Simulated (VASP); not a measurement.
# Ge (Fd-3m) in VASP: further runs

Ge is run at these levels: PBEsol+D4, SVWN5; tasks: single point.

Program: VASP 6.6.1. These are calculated values, not measurements. Logs are shortened: lines on timing, memory, paths and dates and some standing lists are left out, and cuts for length are marked.

**Experimental background.**

“Temperature-dependent photoluminescence in Ge: experiment and theory”, 2020, arxiv:2003.00143 reports, for a bulk crystal of Ge at 0 K: band gap 0.744 eV (indirect).

From “Electronic and optical properties of SixGe1-x-ySny alloys lattice-matched to Ge”, 2021, arxiv:2109.02782, for a bulk crystal of Ge at 293 K: band gap 0.666 eV (indirect).

How close the calculation comes is told below.

### Step 1. The cell of the first run

It takes space group Fd-3m (No. 227, cubic). Conventional cell: a = 5.658 Å, b = 5.658 Å, c = 5.658 Å, α = 90.00°, β = 90.00°, γ = 90.00°. Within 3.2 Å of Ge (site symmetry -43m) lie 4 Ge at 2.45 Å.

### Step 2. Single point, PBEsol+D4

Input file INCAR:

```
SYSTEM = Ge
PREC = Accurate
ENCUT = 520
EDIFF = 1E-6
ISMEAR = -1
SIGMA = 0.05
LREAL = .False.
LASPH = .True.
NELM = 100
ALGO = Normal
ISIF = 2
LWAVE = .False.
LCHARG = .True.
GGA = PS
IVDW = 13
LELF = .True.
LVHAR = .True.
NBANDS = 21
```

Input file KPOINTS:

```
regular mesh
0
Gamma
  8 8 8
  0 0 0
```

Input file POSCAR:

```
Ge
1.0
    0.0000000000      2.8289100000      2.8289100000
    2.8289100000      0.0000000000      2.8289100000
    2.8289100000      2.8289100000      0.0000000000
Ge
2
Direct
    0.7500000000      0.7500000000      0.7500000000
    0.5000000000      0.5000000000      0.5000000000
```

Potentials or basis: VASP PAW PBE potentials, release 64 (Ge_d).

The run is started by

```console
$ cat potpaw_PBE.64/Ge_d/POTCAR > POTCAR
$ mpirun -np 1 vasp_std > vasp.out
```

OUTCAR:

```text
SYSTEM = Ge
   PREC = Accurate
   ENCUT = 520
   EDIFF = 1E-6
   ISMEAR = -1
   LREAL = .False.
   LASPH = .True.
   NELM = 100
   ISIF = 2
   GGA = PS
   IVDW = 13

 ion  position               nearest neighbor table
   1  0.750  0.750  0.750-   2 2.45   2 2.45   2 2.45   2 2.45
   2  0.500  0.500  0.500-   1 2.45   1 2.45   1 2.45   1 2.45

  LATTYP: Found a face centered cubic cell.
 ALAT       =     5.6578200000

  Lattice vectors:

 A1 = (   0.0000000000,   2.8289100000,   2.8289100000)
 A2 = (   2.8289100000,   0.0000000000,   2.8289100000)
 A3 = (   2.8289100000,   2.8289100000,   0.0000000000)

Analysis of symmetry for initial positions (statically):
=====================================================================
 Subroutine PRICEL returns:
 Original cell was already a primitive cell.

 Routine SETGRP: Setting up the symmetry group for a
 face centered cubic supercell.

 Subroutine GETGRP returns: Found 48 space group operations
 (whereof 24 operations were pure point group operations)
 out of a pool of 48 trial point group operations.

The static configuration has the point symmetry T_d .
 The point group associated with its full space group is O_h .

Analysis of symmetry for dynamics (positions and initial velocities):
=====================================================================
 Subroutine PRICEL returns:
 Original cell was already a primitive cell.

 Routine SETGRP: Setting up the symmetry group for a
 face centered cubic supercell.

 Subroutine GETGRP returns: Found 48 space group operations
 (whereof 24 operations were pure point group operations)
 out of a pool of 48 trial point group operations.

The dynamic configuration has the point symmetry T_d .
 The point group associated with its full space group is O_h .

 Subroutine INISYM returns: Found 48 space group operations
 (whereof 24 operations are pure point group operations),
 and found     1 'primitive' translations

----------------------------------------------------------------------------------------

                                     Primitive cell

  volume of cell :      45.2780

  direct lattice vectors                    reciprocal lattice vectors
     0.000000000  2.828910000  2.828910000    -0.176746521  0.176746521  0.176746521
     2.828910000  0.000000000  2.828910000     0.176746521 -0.176746521  0.176746521
     2.828910000  2.828910000  0.000000000     0.176746521  0.176746521 -0.176746521

  length of vectors
     4.000682889  4.000682889  4.000682889     0.306133954  0.306133954  0.306133954

  position of ions in fractional coordinates (direct lattice)
     0.750000000  0.750000000  0.750000000
     0.500000000  0.500000000  0.500000000

  ion indices of the primitive-cell ions
   primitive index   ion index
                 1           1
                 2           2

----------------------------------------------------------------------------------------

 KPOINTS: regular mesh

Automatic generation of k-mesh.
 Grid dimensions read from file:
 generate k-points for:    8    8    8

 Generating k-lattice:

  Cartesian coordinates                     Fractional coordinates (reciprocal lattice)
    -0.022093315  0.022093315  0.022093315     0.125000000  0.000000000  0.000000000
     0.022093315 -0.022093315  0.022093315     0.000000000  0.125000000  0.000000000
     0.022093315  0.022093315 -0.022093315     0.000000000  0.000000000  0.125000000

  Length of vectors
     0.038266744  0.038266744  0.038266744

  Shift w.r.t. Gamma in fractional coordinates (k-lattice)
     0.000000000  0.000000000  0.000000000

 Subroutine IBZKPT returns following result:
 ===========================================

 Found     29 irreducible k-points:

 Following reciprocal coordinates:
            Coordinates               Weight
  0.000000  0.000000  0.000000      1.000000
  0.125000  0.000000  0.000000      8.000000
  0.250000  0.000000  0.000000      8.000000
  0.375000  0.000000  0.000000      8.000000
  0.500000  0.000000  0.000000      4.000000
  0.125000  0.125000  0.000000      6.000000
[... 16 lines left out ...]
  0.500000  0.250000  0.125000     48.000000
 -0.375000  0.250000  0.125000     24.000000
 [... further k-points ...]
   k-points           NKPTS =     29   k-points in BZ     NKDIM =     29   number of bands    NBANDS=     21
   number of dos      NEDOS =    301   number of ions     NIONS =      2
   total plane-waves  NPLWV =  27000
   dimension x,y,z NGX =    30 NGY =   30 NGZ =   30
   dimension x,y,z NGXF=    60 NGYF=   60 NGZF=   60
   ions per type =               2
   NGX,Y,Z   is equivalent  to a cutoff of  12.47, 12.47, 12.47 a.u.
   NGXF,Y,Z  is equivalent  to a cutoff of  24.93, 24.93, 24.93 a.u.
 SYSTEM =  Ge
   PREC   = accura    normal or accurate (medium, high low for compatibility)
   ISTART =      0    job   : 0-new  1-cont  2-samecut
   ICHARG =      2    charge: 1-file 2-atom 10-const
   ISPIN  =      1    spin polarized calculation?
   LNONCOLLINEAR =      F non collinear calculations
   LSORBIT =      F    spin-orbit coupling
   LASPH  =      T    aspherical Exc in radial PAW
   ENCUT  =  520.0 eV  38.22 Ry    6.18 a.u.   7.44  7.44  7.44*2*pi/ulx,y,z
   NELM   =    100;   NELMIN=  2; NELMDL= -5     # of ELM steps
   EDIFF  = 0.1E-05   stopping-criterion for ELM
   LREAL  =      F    real-space projection
   EDIFFG = 0.1E-04   stopping-criterion for IOM
   NSW    =      0    number of steps for IOM
   IBRION =     -1    ionic relax: 0-MD 1-quasi-New 2-CG
   NFREE  =      0    steps in history (QN), initial steepest desc. (CG)
   ISIF   =      2    stress and relaxation
   ISYM   =      2    0-nonsym 1-usesym 2-fastsym
   POTIM  = 0.5000    time-step for ionic-motion
   TEBEG  =    0.0;   TEEND  =   0.0 temperature during run
   PSTRESS=    0.0 pullay stress
   NELECT =      28.0000    total number of electrons
   NUPDOWN=      -1.0000    fix difference up-down
   EMIN   =  10.00;   EMAX   =-10.00  energy-range for DOS
   EFERMI =   0.00;   METHOD = LEGACY
   ISMEAR =    -1;   SIGMA  =   0.05  broadening in eV -4-tet -1-fermi 0-gaus
   EFERMI_NEDOS =   21; number of points for ismear=-14 and -15
   IALGO  =     38    algorithm
   IMIX   =      4    mixing-type and parameters
     AMIX     =   0.40;   BMIX     =  1.00
     AMIX_MAG =   1.60;   BMIX_MAG =  1.00
  volume/ion in A,a.u.               =      22.64       152.78
  Fermi-wavevector in a.u.,A,eV,Ry     =   1.394756  2.635708 26.468033  1.945346
  Thomas-Fermi vector in A             =   2.518275
   LORBIT       =      0    0 simple, 1 ext, 2 COOP (PROOUT), +10 PAW based schemes
   GGA     = PS    functional components
   LHFCALC =     F    Hartree Fock is set to
   AEXX    =    0.0000 exact exchange contribution
   IVDW    =    13    specifies the selected vdW correction
   LEPSILON=     F    determine dielectric tensor
   LRPA    =     F    only Hartree local field effects (RPA)
 non-spin polarized calculation
  energy-cutoff  :      520.00
  volume of cell :       45.28
 maximum number of plane-waves:      1243
 NGX is ok and might be reduce to    30
   NGX = 15   NGY = 15   NGZ = 15

 number of electron      28.0000022 magnetization

 Free energy of the ion-electron system (eV)
  ---------------------------------------------------
  ext. energy  EPLUGINS =         0.00000000
  ---------------------------------------------------
  free energy    TOTEN  =        -9.86282594 eV

  energy without entropy =       -9.86190770  energy(sigma->0) =       -9.86236682

 E-fermi :   4.8855     XC(G=0): -10.1273

 val. band max:        4.8635454284   @ k =   0.0000   0.0000   0.0000
 cond. band min:       4.9857356060   @ k =   0.5000   0.0000   0.0000
 fundamental gap:      0.1221901776
 Fermi energy:         4.8854646946

 k-point     1 :       0.0000    0.0000    0.0000
  band No.  band energies     occupation
      1     -19.8991      2.00000
      2     -19.8991      2.00000
      3     -19.8991      2.00000
      4     -19.8626      2.00000
      5     -19.8626      2.00000
      6     -19.6504      2.00000
[... 13 lines left out ...]
     20      14.3430      0.00000
     21      14.3430      0.00000

 k-point     2 :       0.1250    0.0000    0.0000
  band No.  band energies     occupation
      1     -19.9072      2.00000
      2     -19.9072      2.00000
      3     -19.8966      2.00000
      4     -19.8511      2.00000
      5     -19.8511      2.00000
      6     -19.6624      2.00000
[... 13 lines left out ...]
     20      13.4009      0.00000
     21      13.4009      0.00000

 k-point     3 :       0.2500    0.0000    0.0000
  band No.  band energies     occupation
      1     -19.9174      2.00000
      2     -19.9174      2.00000
      3     -19.8904      2.00000
      4     -19.8338      2.00000
      5     -19.8338      2.00000
      6     -19.6762      2.00000
[... 13 lines left out ...]
     20      13.1453      0.00000
     21      13.1453      0.00000

 k-point     4 :       0.3750    0.0000    0.0000
  band No.  band energies     occupation
      1     -19.9224      2.00000
      2     -19.9224      2.00000
      3     -19.8840      2.00000
      4     -19.8233      2.00000
      5     -19.8233      2.00000
      6     -19.6834      2.00000
[... 13 lines left out ...]
     20      14.3259      0.00000
     21      14.3259      0.00000

 k-point     5 :       0.5000    0.0000    0.0000
  band No.  band energies     occupation
      1     -19.9237      2.00000
      2     -19.9237      2.00000
      3     -19.8813      2.00000
      4     -19.8204      2.00000
      5     -19.8204      2.00000
      6     -19.6850      2.00000
[... 13 lines left out ...]
     20      15.8856      0.00000
     21      16.0278      0.00000
[... 382 lines left out ...]
     20      16.3756      0.00000
     21      17.6520      0.00000

 k-point    22 :       0.3750    0.2500    0.1250
  band No.  band energies     occupation
      1     -19.9279      2.00000
      2     -19.9254      2.00000
      3     -19.8822      2.00000
      4     -19.8261      2.00000
      5     -19.7973      2.00000
      6     -19.7275      2.00000
[... 13 lines left out ...]
     20      14.8612      0.00000
     21      15.1983      0.00000

 k-point    23 :       0.5000    0.2500    0.1250
  band No.  band energies     occupation
      1     -19.9399      2.00000
      2     -19.9319      2.00000
      3     -19.8603      2.00000
      4     -19.8111      2.00000
      5     -19.7846      2.00000
      6     -19.7362      2.00000
[... 13 lines left out ...]
     20      14.4358      0.00000
     21      16.2803      0.00000

 k-point    24 :      -0.3750    0.2500    0.1250
  band No.  band energies     occupation
      1     -19.9451      2.00000
      2     -19.9333      2.00000
      3     -19.8504      2.00000
      4     -19.8000      2.00000
      5     -19.7861      2.00000
      6     -19.7311      2.00000
[... 13 lines left out ...]
     20      15.6996      0.00000
     21      16.2631      0.00000

 [... further k-points ...]

------------------------ aborting loop because EDIFF is reached ----------------------------------------

  DFT-D4 for vdW energy calculation

  Edisp (eV):   -0.37331

  FORCE on cell =-STRESS in cart. coord.  units (eV):
  Direction    XX          YY          ZZ          XY          YZ          ZX
  --------------------------------------------------------------------------------------
  -------------------------------------------------------------------------------------
  Total      -0.18759    -0.18759    -0.18759    -0.00000     0.00000    -0.00000
  in kB      -6.63796    -6.63796    -6.63796    -0.00000     0.00000    -0.00000
  external pressure =       -6.64 kB  Pullay stress =        0.00 kB

 VOLUME and BASIS-vectors are now :
 -----------------------------------------------------------------------------
  energy-cutoff  :      520.00
  volume of cell :       45.28
      direct lattice vectors                 reciprocal lattice vectors
     0.000000000  2.828910000  2.828910000    -0.176746521  0.176746521  0.176746521
     2.828910000  0.000000000  2.828910000     0.176746521 -0.176746521  0.176746521
     2.828910000  2.828910000  0.000000000     0.176746521  0.176746521 -0.176746521

 POSITION                                       TOTAL-FORCE (eV/Angst)
 -----------------------------------------------------------------------------------
      4.24336      4.24336      4.24336        -0.000000     -0.000000     -0.000000
      2.82891      2.82891      2.82891         0.000000      0.000000      0.000000
 -----------------------------------------------------------------------------------
    total drift:                                0.000000     -0.000000     -0.000000

  FREE ENERGIE OF THE ION-ELECTRON SYSTEM (eV)
  ---------------------------------------------------
  free  energy   TOTEN  =       -10.2361318117 eV

  energy  without entropy=      -10.2352135758  energy(sigma->0) =      -10.23567269
```

Wall time 21 s (1 thread of AMD EPYC 7R13 (Zen 3), shared host); peak memory 0.14 GiB.

What came out:

- Free energy: -10.2361 eV
- Pressure: -0.7 GPa
- Band gap on the k mesh: zero (filled and empty bands touch)
- Dispersion energy per atom: -0.187 eV

Levels at points of the mesh, in eV from the Fermi level:
| k point | band 12 | band 13 | band 14 | band 15 | band 16 | band 17 |
| --- | --- | --- | --- | --- | --- | --- |
| (0.00, 0.00, 0.00) | -0.03 | -0.02 | -0.02 | -0.02 | 2.51 | 2.51 |
| (0.50, 0.00, 0.00) | -7.65 | -1.43 | -1.43 | 0.10 | 3.69 | 3.69 |
| (0.50, 0.50, 0.00) | -8.92 | -3.11 | -3.11 | 0.64 | 0.64 | 9.47 |

Caveat: the PAW data sets were made with another functional, which shifts forces and pressure a little; pairwise dispersion overbinds metals, which lowers pressure and volume.

### Step 3. Single point, SVWN5

Input file INCAR:

```
SYSTEM = Ge
  ALGO = Normal
  EDIFF = 1E-6
  ENCUT = 520
  GGA = VW
  ISIF = 2
  ISMEAR = -1
  LASPH = .True.
  LCHARG = .False.
  LREAL = .False.
  LWAVE = .False.
  NBANDS = 21
  NELM = 60
  PREC = Accurate
  SIGMA = 0.05
```

Input file KPOINTS:

```
k-points
0
Gamma
  8 8 8
  0 0 0
```

POSCAR is that of step 2.

Potentials or basis: VASP PAW PBE potentials, release 64 (Ge_d).

The run is started by

```console
$ cat potpaw_PBE.64/Ge_d/POTCAR > POTCAR
$ mpirun -np 1 vasp_std > vasp.out
```

Wall time 17 s (1 thread of AMD EPYC 7R13 (Zen 3), shared host); peak memory 0.12 GiB.

The run converged. Its results:

| Item | Value |
| --- | --- |
| Free energy | -10.2595 eV |
| Pressure | -1.2 GPa |
| Band gap on the k mesh | zero (filled and empty bands touch) |

Levels at points of the mesh, in eV from the Fermi level:
```
           k point  band 11  band 12  band 13  band 14  band 15  band 16  band 17  band 18
(0.00, 0.00, 0.00)   -12.80    -0.17     0.03     0.03     0.03     2.55     2.55     2.55
(0.50, 0.00, 0.00)   -10.72    -7.63    -1.38    -1.38     0.07     3.75     3.75     6.99
(0.50, 0.50, 0.00)    -8.92    -8.92    -3.05    -3.05     0.69     0.69     9.43     9.43
```

Caveat: the PAW data sets were made with another functional, which shifts forces and pressure a little.

(Part 1 of 2 ends here.)
